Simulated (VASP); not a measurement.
# Al8Ru7 (a cell with a defect) in VASP: notebook, part 2 of 2

VASP 6.6.1. Earlier steps stand in the parts before.

## 4. Single point, PBE

INCAR reads:

```
SYSTEM = Al8Ru7
ALGO = Normal
EDIFF = 1E-7
ENCUT = 520
GGA = PE
ISIF = 2
ISMEAR = 1
LASPH = .TRUE.
LCHARG = .TRUE.
LELF = .TRUE.
LREAL = Auto
LVHAR = .TRUE.
LWAVE = .FALSE.
NBANDS = 74
NELM = 80
PREC = Accurate
SIGMA = 0.1
```

KPOINTS reads:

```
k-points
0
G
  3 3 3
  0 0 0
```

POSCAR reads:

```
Al8Ru7
1.0
    6.0068828300      0.0000000000      0.0000000000
    0.0000000000      6.0068828300      0.0000000000
    0.0000000000      0.0000000000      6.0068828300
Al Ru
8 7
Direct
   -0.0002535425     -0.0026164985     -0.0009867015
   -0.0000895639     -0.0025006314      0.5009881306
   -0.0002532095      0.4994968414     -0.0011025685
   -0.0001529912      0.4994215943      0.5011469485
    0.5019413705     -0.0026126696     -0.0009122868
    0.5018309971     -0.0025595638      0.5009551685
    0.5019671742      0.4995521113     -0.0010587854
    0.5018354919      0.4994617150      0.5010565522
    0.2508830358      0.2484301829      0.7501081888
    0.2508429151      0.7483701825      0.2500408352
    0.2508672206      0.7485123528      0.7500594114
    0.7508957853      0.2484679729      0.2500218570
    0.7508147117      0.2484072092      0.7499926547
    0.7508929552      0.7484159634      0.2500789582
    0.7508433455      0.7484868820      0.7499698475
```

Potentials or basis: VASP PAW PBE potentials, release 64 (Al, Ru_pv).

Started as:

```
$ cat potpaw_PBE.64/Al/POTCAR potpaw_PBE.64/Ru_pv/POTCAR > POTCAR
$ mpirun -np 1 vasp_std > vasp.out
```

OUTCAR:

```text
SYSTEM = Al8Ru7
   EDIFF = 1E-7
   ENCUT = 520
   GGA = PE
   ISIF = 2
   ISMEAR = 1
   LASPH = .TRUE.
   LREAL = Auto
   NELM = 80
   PREC = Accurate

 ion  position               nearest neighbor table
   1  1.000  0.997  0.999-  15 2.59  14 2.60  11 2.60  13 2.60  12 2.60   9 2.60  10 2.61   5 2.99
                             3 2.99   2 2.99   2 3.02   3 3.02   5 3.02
   2  1.000  0.997  0.501-  15 2.59  13 2.60  14 2.60  11 2.60  12 2.60  10 2.60   9 2.60   1 2.99
                             4 2.99   6 2.99   6 3.01   4 3.01   1 3.02
   3  1.000  0.499  0.999-  15 2.59  13 2.60  14 2.60  11 2.60   9 2.60  12 2.60  10 2.60   4 2.99
                             7 2.99   1 2.99   1 3.02   7 3.02   4 3.02
   4  1.000  0.499  0.501-  15 2.59  13 2.60  14 2.60  11 2.60   9 2.60  12 2.60  10 2.60   3 2.99
                             8 2.99   2 2.99   2 3.01   8 3.02   3 3.02
   5  0.502  0.997  0.999-  15 2.59  14 2.60  11 2.60  13 2.60  12 2.60  10 2.60   9 2.60   1 2.99
                             7 2.99   6 2.99   6 3.01   7 3.02   1 3.02
   6  0.502  0.997  0.501-  15 2.59  14 2.60  13 2.60  11 2.60  10 2.60  12 2.60   9 2.60   8 2.99
                             2 2.99   5 2.99   5 3.01   2 3.01   8 3.02
   7  0.502  0.500  0.999-  15 2.59  14 2.60  13 2.60  11 2.60   9 2.60  10 2.60  12 2.60   3 2.99
                             5 2.99   8 2.99   8 3.02   5 3.02   3 3.02
   8  0.502  0.499  0.501-  15 2.59  13 2.60  14 2.60  11 2.60  10 2.60   9 2.60  12 2.60   7 2.99
                             6 2.99   4 2.99   4 3.02   6 3.02   7 3.02
   9  0.251  0.248  0.750-   4 2.60   3 2.60   2 2.60   8 2.60   7 2.60   5 2.60   1 2.60   6 2.60
                            11 3.00  13 3.00  13 3.00  11 3.00
  10  0.251  0.748  0.250-   8 2.60   6 2.60   2 2.60   7 2.60   4 2.60   5 2.60   3 2.60   1 2.61
                            14 3.00  11 3.00  11 3.00  14 3.00
  11  0.251  0.749  0.750-   7 2.60   1 2.60   3 2.60   5 2.60   6 2.60   2 2.60   8 2.60   4 2.60
                             9 3.00  15 3.00  10 3.00  10 3.00  15 3.00   9 3.00
  12  0.751  0.248  0.250-   1 2.60   2 2.60   5 2.60   3 2.60   6 2.60   4 2.60   8 2.60   7 2.60
                            14 3.00  13 3.00  13 3.00  14 3.00
  13  0.751  0.248  0.750-   4 2.60   3 2.60   7 2.60   8 2.60   1 2.60   6 2.60   5 2.60   2 2.60
                            15 3.00   9 3.00  12 3.00  12 3.00   9 3.00  15 3.00
  14  0.751  0.748  0.250-   1 2.60   5 2.60   7 2.60   3 2.60   6 2.60   8 2.60   2 2.60   4 2.60
                            15 3.00  12 3.00  10 3.00  10 3.00  12 3.00  15 3.00
  15  0.751  0.748  0.750-   7 2.59   3 2.59   1 2.59   4 2.59   5 2.59   8 2.59   6 2.59   2 2.59
                            14 3.00  13 3.00  11 3.00  11 3.00  13 3.00  14 3.00

  LATTYP: Found a simple cubic cell.
 ALAT       =     6.0068828300

  Lattice vectors:

 A1 = (   6.0068828300,   0.0000000000,   0.0000000000)
 A2 = (   0.0000000000,   6.0068828300,   0.0000000000)
 A3 = (   0.0000000000,   0.0000000000,   6.0068828300)

Analysis of symmetry for initial positions (statically):
=====================================================================
 Subroutine PRICEL returns:
 Original cell was already a primitive cell.

 Routine SETGRP: Setting up the symmetry group for a
 simple cubic supercell.

 Subroutine GETGRP returns: Found  1 space group operations
 (whereof  1 operations were pure point group operations)
 out of a pool of 48 trial point group operations.

The static configuration has the point symmetry C_1 .

Analysis of symmetry for dynamics (positions and initial velocities):
=====================================================================
 Subroutine PRICEL returns:
 Original cell was already a primitive cell.

 Routine SETGRP: Setting up the symmetry group for a
 simple cubic supercell.

 Subroutine GETGRP returns: Found  1 space group operations
 (whereof  1 operations were pure point group operations)
 out of a pool of 48 trial point group operations.

[... 117 lines left out ...]
   EDIFFG = 0.1E-05   stopping-criterion for IOM
   NSW    =      0    number of steps for IOM
   IBRION =     -1    ionic relax: 0-MD 1-quasi-New 2-CG
   NFREE  =      0    steps in history (QN), initial steepest desc. (CG)
   ISIF   =      2    stress and relaxation
   ISYM   =      2    0-nonsym 1-usesym 2-fastsym
   POTIM  = 0.5000    time-step for ionic-motion
   TEBEG  =    0.0;   TEEND  =   0.0 temperature during run
   PSTRESS=    0.0 pullay stress
   NELECT =     122.0000    total number of electrons
   NUPDOWN=      -1.0000    fix difference up-down
   EMIN   =  10.00;   EMAX   =-10.00  energy-range for DOS
   EFERMI =   0.00;   METHOD = LEGACY
   ISMEAR =     1;   SIGMA  =   0.10  broadening in eV -4-tet -1-fermi 0-gaus
   EFERMI_NEDOS =   21; number of points for ismear=-14 and -15
   IALGO  =     38    algorithm
   IMIX   =      4    mixing-type and parameters
     AMIX     =   0.40;   BMIX     =  1.00
     AMIX_MAG =   1.60;   BMIX_MAG =  1.00
  volume/ion in A,a.u.               =      14.45        97.51
  Fermi-wavevector in a.u.,A,eV,Ry     =   1.351696  2.554335 24.858951  1.827081
  Thomas-Fermi vector in A             =   2.479096
   LORBIT       =      0    0 simple, 1 ext, 2 COOP (PROOUT), +10 PAW based schemes
   GGA     = PE    functional components
   LHFCALC =     F    Hartree Fock is set to
   AEXX    =    0.0000 exact exchange contribution
   IVDW    =     0    specifies the selected vdW correction
   LEPSILON=     F    determine dielectric tensor
   LRPA    =     F    only Hartree local field effects (RPA)
 non-spin polarized calculation
 Methfessel and Paxton  Order N= 1 SIGMA  =   0.10
  energy-cutoff  :      520.00
  volume of cell :      216.74
 maximum number of plane-waves:      5868
 NGX is ok and might be reduce to    48
   NGX = 23   NGY = 23   NGZ = 23

 number of electron     121.9999977 magnetization

 Free energy of the ion-electron system (eV)
  ---------------------------------------------------
  ext. energy  EPLUGINS =         0.00000000
  ---------------------------------------------------
  free energy    TOTEN  =      -103.74732338 eV

  energy without entropy =     -103.73153424  energy(sigma->0) =     -103.74206033

 E-fermi :   9.4945     XC(G=0): -11.9904

 val. band max:        9.4940337223   @ k =   0.0000  -0.3333   0.3333
 cond. band min:       9.5702611076   @ k =   0.3333   0.3333   0.3333
 fundamental gap:      0.0762273852
 Fermi energy:         9.4944897334

 k-point     1 :       0.0000    0.0000    0.0000
  band No.  band energies     occupation
      1     -32.3156      2.00000
      2     -32.3156      2.00000
      3     -32.3155      2.00000
      4     -32.2875      2.00000
      5     -32.2875      2.00000
      6     -32.2874      2.00000
[... 1053 lines left out ...]
     72      13.7934      0.00000
     73      14.4378      0.00000
 [bands above 73 left out]

------------------------ aborting loop because EDIFF is reached ----------------------------------------

  FORCE on cell =-STRESS in cart. coord.  units (eV):
  Direction    XX          YY          ZZ          XY          YZ          ZX
  --------------------------------------------------------------------------------------
  -------------------------------------------------------------------------------------
  Total       -2.9929088     -2.9864479     -2.9815328      0.0084058      0.0003470      0.0010913
  in kB      -22.1236403    -22.0758810    -22.0395484      0.0621358      0.0025648      0.0080673
  external PRESSURE =     -22.0796899 kB  Pullay stress =       0.0000000 kB

 VOLUME and BASIS-vectors are now :
 -----------------------------------------------------------------------------
  energy-cutoff  :      520.00
  volume of cell :      216.74
      direct lattice vectors                 reciprocal lattice vectors
     6.006882830  0.000000000  0.000000000     0.166475696  0.000000000  0.000000000
     0.000000000  6.006882830  0.000000000     0.000000000  0.166475696  0.000000000
     0.000000000  0.000000000  6.006882830     0.000000000  0.000000000  0.166475696

 POSITION                                       TOTAL-FORCE (eV/Angst)
 -----------------------------------------------------------------------------------
      6.00536      5.99117      6.00096         0.005184      0.006150      0.003015
      6.00634      5.99186      3.00938         0.001149      0.002682     -0.001834
      6.00536      3.00042      6.00026         0.005452     -0.003293      0.003908
      6.00596      2.99997      3.01033         0.003817     -0.001205     -0.003865
      3.01510      5.99119      6.00140        -0.003799      0.003063      0.001691
      3.01444      5.99151      3.00918        -0.002177      0.002973     -0.001071
      3.01526      3.00075      6.00052        -0.004714     -0.004401      0.003705
      3.01447      3.00021      3.00979        -0.002260     -0.003266     -0.002168
      1.50703      1.49229      4.50581        -0.000384     -0.000648     -0.000608
      1.50678      4.49537      1.50197        -0.000575      0.000383     -0.001650
      1.50693      4.49623      4.50552        -0.000724     -0.001861     -0.001061
      4.51054      1.49252      1.50185        -0.001777     -0.000018      0.000442
      4.51006      1.49215      4.50512         0.000510     -0.000332      0.000665
      4.51053      4.49565      1.50220        -0.000131     -0.000903     -0.000210
      4.51023      4.49607      4.50498         0.000430      0.000676     -0.000958
 -----------------------------------------------------------------------------------
    total drift:                               -0.005740      0.003703     -0.000389

  FREE ENERGIE OF THE ION-ELECTRON SYSTEM (eV)
  ---------------------------------------------------
  free  energy   TOTEN  =      -103.7473233807 eV

  energy  without entropy=     -103.7315342429  energy(sigma->0) =     -103.74206033
```

It took 6.3 min on 1 thread of AMD EPYC 9R45 (Zen 5), shared host; peak memory 0.36 GiB.

What came out:

```yaml
Free_energy: -103.7473 eV
Pressure: -2.2 GPa
Largest_force: 0.009 eV/Å
Band_gap_on_the_k_mesh: zero (bands 61 and 62 overlap by 0.82 eV)
```

Forces on the atoms (eV/Å):
```
Al   0.005  0.006  0.003
Al   0.001  0.003 -0.002
Al   0.005 -0.003  0.004
Al   0.004 -0.001 -0.004
Al  -0.004  0.003  0.002
Al  -0.002  0.003 -0.001
Al  -0.005 -0.004  0.004
Al  -0.002 -0.003 -0.002
Ru   0.000 -0.001 -0.001
Ru  -0.001  0.000 -0.002
Ru  -0.001 -0.002 -0.001
Ru  -0.002  0.000  0.000
Ru   0.001  0.000  0.001
Ru   0.000 -0.001  0.000
Ru   0.000  0.001 -0.001
```

## 5. Single point, r2SCAN

POSCAR reads:

```
Al8Ru7
1.0
    6.0068828300      0.0000000000      0.0000000000
    0.0000000000      6.0068828300      0.0000000000
    0.0000000000      0.0000000000      6.0068828300
Al Ru
8 7
Direct
   -0.0002104500     -0.0025876100     -0.0001089000
   -0.0001484300     -0.0025683100      0.4977973600
   -0.0001977800      0.4994780300     -0.0001516100
   -0.0001481800      0.4994632600      0.4978325900
    0.5019161100     -0.0025917500     -0.0001154000
    0.5018509100     -0.0025866500      0.4977916000
    0.5018992700      0.4994894200     -0.0001501600
    0.5018349800      0.4994678700      0.4978260100
    0.2508507300      0.2484516500      0.2487988900
    0.2508392100      0.7484337500      0.2488172700
    0.2508507000      0.7484719700      0.7488400100
    0.7508464500      0.2484662000      0.2488629500
    0.7508393000      0.2484453200      0.7488294400
    0.7508513900      0.7484338300      0.2488601200
    0.7508549300      0.7484627300      0.7488175100
```

INCAR.step1 reads:

```
PREC = Accurate
ENCUT = 440
ISMEAR = 1
SIGMA = 0.1
LREAL = False
LASPH = True
NELM = 120
NBANDS = 74
GGA = PE
ALGO = Normal
EDIFF = 1E-5
LWAVE = True
LCHARG = False
GGA_COMPAT = False
```

INCAR.step2 reads:

```
PREC = Accurate
ENCUT = 440
EDIFF = 1E-6
ISMEAR = 1
SIGMA = 0.1
LREAL = False
LASPH = True
NELM = 120
ALGO = Normal
ISIF = 2
LWAVE = False
LCHARG = False
METAGGA = R2SCAN
LMIXTAU = True
NBANDS = 74
ISTART = 1
GGA_COMPAT = False
```

KPOINTS reads:

```
regular mesh
0
Gamma
  3 3 3
```

Started as:

```
$ cat potpaw_PBE.64/Al/POTCAR potpaw_PBE.64/Ru_pv/POTCAR > POTCAR
$ cp INCAR.step1 INCAR
$ mpirun -np 1 vasp_std > vasp.out
$ cp INCAR.step2 INCAR
$ mpirun -np 1 vasp_std > vasp.out
```

Wall time 27 min (1 thread of Oxide Virtual Turin-like, shared host); peak memory 0.32 GiB.

Results (log left out):

- Free energy: -242.0358 eV
- Pressure: -6.3 GPa
- Largest force: 0.135 eV/Å
- Band gap on the k mesh: zero (bands 61 and 62 overlap by 0.80 eV)

Forces in eV/Å, atoms in the order of the input:
```
Al  -0.077 -0.077  0.077
Al  -0.078 -0.077 -0.077
Al  -0.077  0.077  0.077
Al  -0.078  0.078 -0.078
Al   0.077 -0.077  0.077
Al   0.078 -0.077 -0.078
Al   0.077  0.077  0.077
Al   0.078  0.078 -0.078
Ru   0.000  0.000  0.001
Ru   0.001  0.000  0.000
Ru   0.000  0.000  0.001
Ru   0.000  0.000 -0.001
Ru   0.000  0.000  0.000
Ru   0.000  0.000  0.000
Ru   0.000  0.000  0.000
```

Levels at points of the mesh, in eV from the Fermi level:
```tsv
k point	band 58	band 59	band 60	band 61	band 62	band 63	band 64	band 65
(0.00, 0.00, 0.00)	-0.12	-0.12	-0.12	0.48	0.48	0.48	1.87	1.92
```

Caveat: the PAW data sets were made with another functional, which shifts forces and pressure a little.

## 6. Summary

```csv
level,cell,cutoff (eV),gap on the mesh (eV),pressure (GPa),largest force (eV/Å)
PBE,"as given, atomic positions A",520,none,-2.2,0.01
PBE,"as given, atomic positions B",520,none,-2.2,0.01
r2SCAN,"as given, atomic positions B",440,none,-6.3,0.13
```

Alike in all rows: task single point; potentials or basis VASP PAW PBE potentials, release 64 (Al, Ru_pv); no spin polarisation; k mesh 3 × 3 × 3; smearing methfessel-paxton 0.1 eV.

The pressure there spans -6.3 GPa (r2SCAN) to -2.2 GPa (PBE); a positive pressure means that this level wants a larger cell, a negative one a smaller.

Caveats: the PAW data sets were made with another functional, which shifts forces and pressure a little (at least some runs).

Total energies depend on the potentials used, so only differences within one code and one set of settings carry meaning.

The gap in the log of VASP goes by the Fermi energy; the results here count the filled bands.